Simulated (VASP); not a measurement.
# HC8 in VASP: single point with PBE+D3(BJ)

Aim: the single point of HC8 with PBE+D3(BJ).

All numbers are computed with VASP 6.6.1; they aren't measurements. Logs are shortened: lines on timing, memory, paths and dates and some standing lists are left out, and cuts for length are marked.

## Step 1: The cell of the first run

The cell holds a slab with vacuum, 9 atoms: a = 2.466 Å, b = 2.465 Å, c = 29.199 Å, α = 90.00°, β = 90.00°, γ = 120.01°.

## Step 2: Single point, PBE+D3(BJ)

Contents of INCAR:

```
SYSTEM = HC8
ALGO     = Normal         ! electronic algorithm
DIPOL    = 0.5 0.5 0.488
EDIFF    = 1E-7           ! SCF threshold, eV
ENCUT    = 520            ! plane-wave cutoff, eV
GGA      = PE             ! functional
IDIPOL   = 3            
ISIF     = 2              ! what is computed and relaxed
ISMEAR   = 0              ! smearing method
IVDW     = 12             ! dispersion correction
LASPH    = .TRUE.         ! aspherical terms in the spheres
LCHARG   = .FALSE.        ! write CHGCAR
LDIPOL   = .TRUE.       
LREAL    = .FALSE.        ! projectors in reciprocal space
LWAVE    = .FALSE.        ! write WAVECAR
NBANDS   = 26             ! bands
NELM     = 80             ! most SCF steps
PREC     = Accurate       ! precision mode
SIGMA    = 0.1            ! smearing width, eV
```

Contents of KPOINTS:

```
k-points
0
G
  12 12 1
  0 0 0
```

Contents of POSCAR:

```
HC8
1.0
    2.4655379958      0.0000000000      0.0000000000
   -1.2327689979      2.1341461202      0.0000000000
    0.0000000000      0.0000000000     29.1985170553
C H
8 1
Direct
    0.0833101793      0.1666203587      0.2911106747
    0.4166898206      0.8333796413      0.2911106747
    0.5833101794      0.1666203587      0.4075389574
    0.9166898206      0.8333796413      0.4075389574
    0.0834164882      0.1668888393      0.5230782371
    0.4165835118      0.8331111607      0.5230782371
    0.5807701848      0.1689751112      0.6356534245
    0.9192298152      0.8310248888      0.6356534245
    0.7500000000      1.0000000000      0.6757696977
```

Potentials or basis: VASP PAW PBE potentials, release 64 (C, H).

Launch:

```sh
cat potpaw_PBE.64/C/POTCAR potpaw_PBE.64/H/POTCAR > POTCAR
mpirun -np 1 vasp_std > vasp.out
```

OUTCAR:

```text
SYSTEM = HC8
   EDIFF = 1E-7
   ENCUT = 520
   GGA = PE
   ISIF = 2
   ISMEAR = 0
   IVDW = 12
   LASPH = .TRUE.
   LREAL = .FALSE.
   NELM = 80
   PREC = Accurate
 IVDW          = 12

 ion  position               nearest neighbor table
   1  0.083  0.167  0.291-   2 1.42   2 1.42   2 1.42
   2  0.417  0.833  0.291-   1 1.42   1 1.42   1 1.42
   3  0.583  0.167  0.408-   4 1.42   4 1.42   4 1.42
   4  0.917  0.833  0.408-   3 1.42   3 1.42   3 1.42
   5  0.083  0.167  0.523-   6 1.42   6 1.42   6 1.42
   6  0.417  0.833  0.523-   5 1.42   5 1.42   5 1.42
   7  0.581  0.169  0.636-   9 1.38   8 1.41   8 1.41   8 1.44
   8  0.919  0.831  0.636-   9 1.38   7 1.41   7 1.41   7 1.44
   9  0.750  0.000  0.676-   7 1.38   8 1.38

  Warning from LATTYP: Monoclinic adjustment (A1->A3, A2->A1, A3->A2)!
  LATTYP: Found a base centered orthorhombic cell.
 ALAT       =     2.4655379958
 B/A-ratio  =     1.7311808813
 C/A-ratio  =    11.8426554793

  Lattice vectors:

 A1 = (   1.2327689979,  -2.1341461202,   0.0000000000)
 A2 = (   1.2327689979,   2.1341461202,   0.0000000000)
 A3 = (   0.0000000000,   0.0000000000,  29.1985170553)

Analysis of symmetry for initial positions (statically):
=====================================================================
 Subroutine PRICEL returns:
 Original cell was already a primitive cell.

 Routine SETGRP: Setting up the symmetry group for a
 base centered orthorhombic supercell.

 Subroutine GETGRP returns: Found  2 space group operations
 (whereof  1 operations were pure point group operations)
 out of a pool of  8 trial point group operations.

The static configuration has the point symmetry C_1 .
 The point group associated with its full space group is C_2 .

Analysis of symmetry for dynamics (positions and initial velocities):
=====================================================================
 Subroutine PRICEL returns:
 Original cell was already a primitive cell.

 Routine SETGRP: Setting up the symmetry group for a
 base centered orthorhombic supercell.

 Subroutine GETGRP returns: Found  2 space group operations
 (whereof  1 operations were pure point group operations)
 out of a pool of  8 trial point group operations.

The dynamic configuration has the point symmetry C_1 .
 The point group associated with its full space group is C_2 .

 Subroutine INISYM returns: Found  2 space group operations
 (whereof  1 operations are pure point group operations),
 and found     1 'primitive' translations

----------------------------------------------------------------------------------------

                                     Primitive cell

  volume of cell :     153.6373

  direct lattice vectors                    reciprocal lattice vectors
     2.465537996  0.000000000  0.000000000     0.405590991  0.234285739  0.000000000
    -1.232768998  2.134146120  0.000000000     0.000000000  0.468571477  0.000000000
     0.000000000  0.000000000 29.198517055     0.000000000  0.000000000  0.034248315

  length of vectors
     2.465537996  2.464609313 29.198517055     0.468394982  0.468571477  0.034248315

  position of ions in fractional coordinates (direct lattice)
     0.083310179  0.166620359  0.291110675
     0.416689821  0.833379641  0.291110675
     0.583310179  0.166620359  0.407538957
     0.916689821  0.833379641  0.407538957
     0.083416488  0.166888839  0.523078237
     0.416583512  0.833111161  0.523078237
     0.580770185  0.168975111  0.635653424
     0.919229815  0.831024889  0.635653424
     0.750000000  0.000000000  0.675769698

  ion indices of the primitive-cell ions
   primitive index   ion index
                 1           1
                 2           2
                 3           3
                 4           4
                 5           5
                 6           6
                 7           7
                 8           8
                 9           9

----------------------------------------------------------------------------------------

 KPOINTS: k-points

Automatic generation of k-mesh.
 Grid dimensions read from file:
 generate k-points for:   12   12    1

 Generating k-lattice:

  Cartesian coordinates                     Fractional coordinates (reciprocal lattice)
     0.033799249  0.019523812  0.000000000     0.083333333 -0.000000000  0.000000000
     0.000000000  0.039047623  0.000000000     0.000000000  0.083333333  0.000000000
     0.000000000  0.000000000  0.034248315     0.000000000  0.000000000  1.000000000

  Length of vectors
     0.039032915  0.039047623  0.034248315

  Shift w.r.t. Gamma in fractional coordinates (k-lattice)
     0.000000000  0.000000000  0.000000000

 Subroutine IBZKPT returns following result:
 ===========================================

 Found     74 irreducible k-points:

 Following reciprocal coordinates:
            Coordinates               Weight
  0.000000  0.000000  0.000000      1.000000
  0.083333  0.000000  0.000000      2.000000
  0.083333 -0.083333  0.000000      2.000000
  0.166667  0.000000  0.000000      2.000000
  0.166667 -0.166667  0.000000      2.000000
  0.250000  0.000000  0.000000      2.000000
[... 16 lines left out ...]
  0.416667  0.083333  0.000000      2.000000
  0.416667  0.500000  0.000000      2.000000
 [... further k-points ...]
   k-points           NKPTS =     74   k-points in BZ     NKDIM =     74   number of bands    NBANDS=     26
   number of dos      NEDOS =    301   number of ions     NIONS =      9
   total plane-waves  NPLWV =  72576
   dimension x,y,z NGX =    18 NGY =   18 NGZ =  224
   dimension x,y,z NGXF=    36 NGYF=   36 NGZF=  448
   ions per type =               8   1
   NGX,Y,Z   is equivalent  to a cutoff of  12.14, 12.14, 12.75 a.u.
   NGXF,Y,Z  is equivalent  to a cutoff of  24.27, 24.28, 25.51 a.u.
 SYSTEM =  HC8
   PREC   = accura    normal or accurate (medium, high low for compatibility)
   ISTART =      0    job   : 0-new  1-cont  2-samecut
   ICHARG =      2    charge: 1-file 2-atom 10-const
   ISPIN  =      1    spin polarized calculation?
   LNONCOLLINEAR =      F non collinear calculations
   LSORBIT =      F    spin-orbit coupling
   LASPH  =      T    aspherical Exc in radial PAW
   ENCUT  =  520.0 eV  38.22 Ry    6.18 a.u.   4.58  4.58 54.29*2*pi/ulx,y,z
   NELM   =     80;   NELMIN=  2; NELMDL= -5     # of ELM steps
   EDIFF  = 0.1E-06   stopping-criterion for ELM
   LREAL  =      F    real-space projection
   EDIFFG = 0.1E-05   stopping-criterion for IOM
   NSW    =      0    number of steps for IOM
   IBRION =     -1    ionic relax: 0-MD 1-quasi-New 2-CG
   NFREE  =      0    steps in history (QN), initial steepest desc. (CG)
   ISIF   =      2    stress and relaxation
   ISYM   =      2    0-nonsym 1-usesym 2-fastsym
   POTIM  = 0.5000    time-step for ionic-motion
   TEBEG  =    0.0;   TEEND  =   0.0 temperature during run
   PSTRESS=    0.0 pullay stress
   NELECT =      33.0000    total number of electrons
   NUPDOWN=      -1.0000    fix difference up-down
   EMIN   =  10.00;   EMAX   =-10.00  energy-range for DOS
   EFERMI =   0.00;   METHOD = LEGACY
   ISMEAR =     0;   SIGMA  =   0.10  broadening in eV -4-tet -1-fermi 0-gaus
   EFERMI_NEDOS =   21; number of points for ismear=-14 and -15
   IALGO  =     38    algorithm
   IMIX   =      4    mixing-type and parameters
     AMIX     =   0.40;   BMIX     =  1.00
     AMIX_MAG =   1.60;   BMIX_MAG =  1.00
  volume/ion in A,a.u.               =      17.07       115.20
  Fermi-wavevector in a.u.,A,eV,Ry     =   0.980424  1.852733 13.078344  0.961231
  Thomas-Fermi vector in A             =   2.111353
   LORBIT       =      0    0 simple, 1 ext, 2 COOP (PROOUT), +10 PAW based schemes
   GGA     = PE    functional components
   LHFCALC =     F    Hartree Fock is set to
   AEXX    =    0.0000 exact exchange contribution
   IVDW    =    12    specifies the selected vdW correction
   LEPSILON=     F    determine dielectric tensor
   LRPA    =     F    only Hartree local field effects (RPA)
 non-spin polarized calculation
 Gauss-broadening in eV      SIGMA  =   0.10
  energy-cutoff  :      520.00
  volume of cell :      153.64
 maximum number of plane-waves:      4190
   NGX =  9   NGY =  9   NGZ =109

 dipolmoment           0.000000      0.000000      0.389829 electrons x Angstroem

 number of electron      32.9999992 magnetization

 dipolmoment           0.000000      0.000000     -0.017636 electrons x Angstroem

 Free energy of the ion-electron system (eV)
  ---------------------------------------------------
  ext. energy  EPLUGINS =         0.00000000
  ---------------------------------------------------
  free energy    TOTEN  =       -74.73967485 eV

  energy without entropy =      -74.73512867  energy(sigma->0) =      -74.73740176

 E-fermi :   0.3429     XC(G=0):  -5.3351

 val. band max:        0.2824064421   @ k =   0.3333   0.3333   0.0000
 cond. band min:       0.3554518631   @ k =   0.0833   0.0833   0.0000
 fundamental gap:      0.0730454210
 Fermi energy:         0.3429214017

 k-point     1 :       0.0000    0.0000    0.0000
  band No.  band energies     occupation
      1     -21.4421      2.00000
      2     -19.3633      2.00000
      3     -19.2264      2.00000
      4     -19.1031      2.00000
      5     -10.9663      2.00000
      6      -7.9543      2.00000
[... 18 lines left out ...]
     25       7.1501      0.00000
     26       7.6383      0.00000

 k-point     2 :       0.0833    0.0000    0.0000
  band No.  band energies     occupation
      1     -21.2766      2.00000
      2     -19.1983      2.00000
      3     -19.0620      2.00000
      4     -18.9397      2.00000
      5     -10.7948      2.00000
      6      -7.7556      2.00000
[... 18 lines left out ...]
     25       7.5897      0.00000
[... 608 lines left out ...]
     25       8.5044      0.00000
     26       8.6650      0.00000

 k-point    24 :       0.4167    0.5000    0.0000
  band No.  band energies     occupation
      1     -16.3931      2.00000
      2     -14.5522      2.00000
      3     -14.4872      2.00000
      4     -14.3664      2.00000
      5     -14.2811      2.00000
      6     -12.3784      2.00000
[... 18 lines left out ...]
     25       8.5046      0.00000
     26       9.3317      0.00000

 [... further k-points ...]

------------------------ aborting loop because EDIFF is reached ----------------------------------------

 vacuum level on the upper side and lower side of the slab       (xc-potential included)        -0.419         0.201

 Edisp (eV)   -1.12026

 E8    (eV) :    -0.3213

  FORCE on cell =-STRESS in cart. coord.  units (eV):
  Direction    XX          YY          ZZ          XY          YZ          ZX
  --------------------------------------------------------------------------------------
  -------------------------------------------------------------------------------------
  Total       3.96666     3.13302    -0.04382    -0.80030     0.00000     0.00000
  in kB      41.36559    32.67213    -0.45699    -8.34573     0.00000     0.00000
  external pressure =       24.53 kB  Pullay stress =        0.00 kB

 VOLUME and BASIS-vectors are now :
 -----------------------------------------------------------------------------
  energy-cutoff  :      520.00
  volume of cell :      153.64
      direct lattice vectors                 reciprocal lattice vectors
     2.465537996  0.000000000  0.000000000     0.405590991  0.234285739  0.000000000
    -1.232768998  2.134146120  0.000000000     0.000000000  0.468571477  0.000000000
     0.000000000  0.000000000 29.198517055     0.000000000  0.000000000  0.034248315

 POSITION                                       TOTAL-FORCE (eV/Angst)
 -----------------------------------------------------------------------------------
     -0.00000      0.35559      8.50000        -0.000341     -0.022253      0.000576
     -0.00000      1.77855      8.50000         0.000341      0.022253      0.000576
      1.23277      0.35559     11.89953        -0.000676      0.014323     -0.003139
      1.23277      1.77855     11.89953         0.000676     -0.014323     -0.003139
     -0.00007      0.35617     15.27311         0.000778     -0.003302      0.001163
      0.00007      1.77798     15.27311        -0.000778      0.003302      0.001163
      1.22360      0.36062     18.56014         0.004125      0.012284      0.006784
      1.24193      1.77353     18.56014        -0.004125     -0.012284      0.006784
      1.84915      0.00000     19.73147         0.000000      0.000000     -0.010770
 -----------------------------------------------------------------------------------
    total drift:                                0.000000      0.000000     -0.000154

  FREE ENERGIE OF THE ION-ELECTRON SYSTEM (eV)
  ---------------------------------------------------
  free  energy   TOTEN  =       -75.8599386968 eV

  energy  without entropy=      -75.8553925131  energy(sigma->0) =      -75.85766560

 vacuum level on the upper side and lower side of the slab         3.930         4.564
```

It took 5.4 min on 1 thread of AMD EPYC 9R45 (Zen 5), shared host; peak memory 0.36 GiB.

What came out:

* Free energy: -75.8599 eV
* Largest force: 0.022 eV/Å
* Band gap on the k mesh: zero (an odd number of electrons rules out a gap without spin polarisation)
* Dispersion energy per atom: -0.124 eV

Forces on the atoms (eV/Å):
```
C    0.000 -0.022  0.001
C    0.000  0.022  0.001
C   -0.001  0.014 -0.003
C    0.001 -0.014 -0.003
C    0.001 -0.003  0.001
C   -0.001  0.003  0.001
C    0.004  0.012  0.007
C   -0.004 -0.012  0.007
H    0.000  0.000 -0.011
```

Levels at points of the mesh, in eV from the Fermi level:
```
           k point  band 13  band 14  band 15  band 16  band 17  band 18  band 19  band 20
(0.00, 0.00, 0.00)    -3.06    -3.05    -3.01    -3.01    -0.59     3.25     3.58     4.24
(0.50, 0.00, 0.00)    -6.13    -2.63    -2.45    -2.37    -0.44     1.51     1.72     1.74
(0.50, 0.50, 0.00)    -4.44    -4.35    -2.54    -2.45    -2.37     1.55     1.71     1.75
(0.00, 0.50, 0.00)    -6.15    -2.88    -2.42    -1.91    -0.57     1.13     1.61     2.17
```
